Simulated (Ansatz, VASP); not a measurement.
## MgS: VASP beside Ansatz

```
CELL_PARAMETERS angstrom
4.03462 0.00000 0.00000
-2.01731 3.49409 0.00000
0.00000 0.00000 5.91771
ATOMIC_POSITIONS crystal
Mg 0.66667 0.33333 0.49575
Mg 0.33333 0.66667 0.99575
S 0.33333 0.66667 0.37924
S 0.66667 0.33333 0.87924
```

Change from the starting cell: strain +0.000 along x and y, -0.080 along z, atoms carried along.

Alike in both runs: task single point; functional PBEsol; k mesh 6 × 6 × 4; occupations gaussian, width 0.05 eV; no spin polarisation.

```csv
,VASP,Ansatz
version,VASP 6.6.1,Ansatz 0.2.0
potentials or method,"VASP PAW PBE potentials, release 64 (Mg, S), cutoff 520 eV","scalar-relativistic, plane waves, PAW"
valence electrons in the cell,16,32
```

VASP gave:

```
gap on the k mesh at the Fermi level (eV)                     : 3.51
least direct gap on the mesh (eV)                             : 3.51
pressure (GPa)                                                : 5.7
traceless stress, the component that is largest in VASP (GPa) : 7.39
rms of the force components (eV/Å)                            : 0.607
```

What did Ansatz give for the same quantities?

gap on the k mesh at the Fermi level (eV): 3.51; least direct gap on the mesh (eV): 3.51; pressure (GPa): 5.7; traceless stress, the component that is largest in VASP (GPa): 7.33; rms of the force components (eV/Å): 0.602.

VASP's potentials were made for PBE, not for PBEsol. Atom by atom the forces differ by 0.005 eV/Å (rms over components). The functional is the same, so the differences come from potentials, cutoffs and numerics. VASP's potentials hold 16 valence electrons a cell and Ansatz's 32, so a difference there can come from the potentials and not from the codes.
